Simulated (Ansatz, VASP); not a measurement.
One calculation of NaH, two programs

The input INCAR:

```
SYSTEM = NaH
  PREC = Accurate
  ENCUT = 520
  EDIFF = 1E-6
  ISMEAR = -1
  SIGMA = 0.02
  LREAL = .False.
  LASPH = .True.
  NELM = 100
  ALGO = Normal
  ISIF = 2
  LWAVE = .False.
  LCHARG = .False.
  GGA = PE
  NBANDS = 11
```

File KPOINTS:

```
regular mesh
0
Gamma
  10 10 10
  0 0 0
```

File POSCAR:

```
NaH
1.0
    0.0000000000      2.3428490071      2.3428490071
    2.3428490071      0.0000000000      2.3428490071
    2.3428490071      2.3428490071      0.0000000000
Na H
1 1
Direct
    0.0000000000      0.0000000000      0.0000000000
    0.5000000000      0.5000000000      0.5000000000
```

Input for Ansatz:

```yaml
crystal:
  lattice:
    - [0.0, 2.3428490071, 2.3428490071]
    - [2.3428490071, 0.0, 2.3428490071]
    - [2.3428490071, 2.3428490071, 0.0]
  atoms:
    - { symbol: Na, position: [0.0, 0.0, 0.0] }
    - { symbol: H, position: [0.5, 0.5, 0.5] }
kpoints:
  mp_grid: { grid: [10, 10, 10] }
  band_path:
    path:
      - [0.0, 0.0, 0.0]
      - [0.5, 0.0, 0.5]
      - [0.625, 0.25, 0.625]
      - [0.375, 0.375, 0.75]
      - [0.5, 0.5, 0.5]
      - [0.5, 0.25, 0.75]
    npoints: 1
hamiltonian:
  xc: pbe
scf:
  occupations: { method: fermi_dirac, width: 0.02 }
  n_extra_bands: 4
output:
  forces: true
  stress: true
  eigenvalues: true
```

Change from the starting cell: hydrostatic strain -2.3%.

Alike in both runs: task single point; functional PBE; k mesh 10 × 10 × 10; occupations fermi-dirac, width 0.02 eV; no spin polarisation.

|  | VASP | Ansatz |
| --- | --- | --- |
| version | VASP 6.6.1 | Ansatz 0.2.0 |
| potentials or method | VASP PAW PBE potentials, release 64 (Na_pv, H) | plane waves, PAW |
| plane-wave cutoff (eV) | 520 | 420 |
| valence electrons in the cell | 8 | 10 |

```tsv
	VASP	Ansatz	Ansatz less VASP
gap on the k mesh at the Fermi level (eV)	3.94	3.94	+0.003
pressure (GPa)	2.5	2.5	+0.02
```

VASP's potentials hold 8 valence electrons a cell and Ansatz's 10, so a difference there can come from the potentials and not from the codes.
